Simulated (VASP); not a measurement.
Wanted: the native input for a VASP 6.6.1 run.

```
Task                   : relaxation of cell and atoms
Functional             : PBE
Potentials or basis    : VASP PAW PBE potentials, release 64 (Pb_d, Zr_sv, In_d)
Cutoff                 : 500 eV
k mesh                 : 5 × 5 × 9
Occupations            : fermi-dirac, width 0.1 eV
Spin                   : no spin polarisation
Dipole correction      : no
Further INCAR settings : ALGO = Normal; EDIFF = 1e-07; IBRION = 2; EDIFFG = -0.01; NSW = 100; ISIF = 3
```

The structure of Zr6InPb2 lies in POSCAR:

```
Zr6InPb2
1.0
    7.8212190000      0.0000000000      0.0000000000
   -3.9106090000      6.7733780000      0.0000000000
    0.0000000000      0.0000000000      3.6588150000
Pb Zr In
2 6 1
Direct
    0.3333000000      0.6667000000      0.5000000000
    0.6667000000      0.3333000000      0.5000000000
    0.5961000000      0.0000000000      0.0000000000
    0.4039000000      0.4039000000      0.0000000000
    0.0000000000      0.5961000000      0.0000000000
    0.2428000000      0.0000000000      0.5000000000
    0.7572000000      0.7572000000      0.5000000000
    0.0000000000      0.2428000000      0.5000000000
    0.0000000000      0.0000000000      0.0000000000
```

The input as run:

INCAR

```
SYSTEM = Zr6InPb2
ALGO = Normal ; EDIFF = 1E-7
EDIFFG = -0.01 ; ENCUT = 500
GGA = PE ; GGA_COMPAT = .FALSE.
IBRION = 2 ; ISIF = 3
ISMEAR = -1 ; KPAR = 4
LASPH = .TRUE. ; LCHARG = .FALSE.
LREAL = .FALSE. ; LWAVE = .FALSE.
NELM = 120 ; NELMIN = 4
NSW = 100 ; PREC = Accurate
SIGMA = 0.1
```

KPOINTS

```
k-points
0
G
  5 5 9
  0 0 0
```

Potentials or basis: VASP PAW PBE potentials, release 64 (Pb_d, Zr_sv, In_d).

Run with:

```console
$ cat potpaw_PBE.64/Pb_d/POTCAR potpaw_PBE.64/Zr_sv/POTCAR potpaw_PBE.64/In_d/POTCAR > POTCAR
$ mpirun -np 4 vasp_std > vasp.out
```

Results of the run:

```yaml
Relaxed_volume: 23.81 Å³/atom
Relaxed_cell: a = 7.939 Å, b = 7.939 Å, c = 3.926 Å, α = 90.00°, β = 90.00°, γ = 120.00°
Space_group_after_relaxing_to_0.05_Å: P-62m (No. 189)
Energy_gained_by_relaxing: 166.9 meV/atom
Ionic_steps: 14
Pressure_after_relaxing: 0.0 GPa
Largest_force_after_relaxing: 0.009 eV/Å
```

Run time: 25 min on 4 MPI ranks on AMD EPYC 9R45 96-Core Processor (Zen 5) (shared host), peak memory 0.63 GiB a rank.
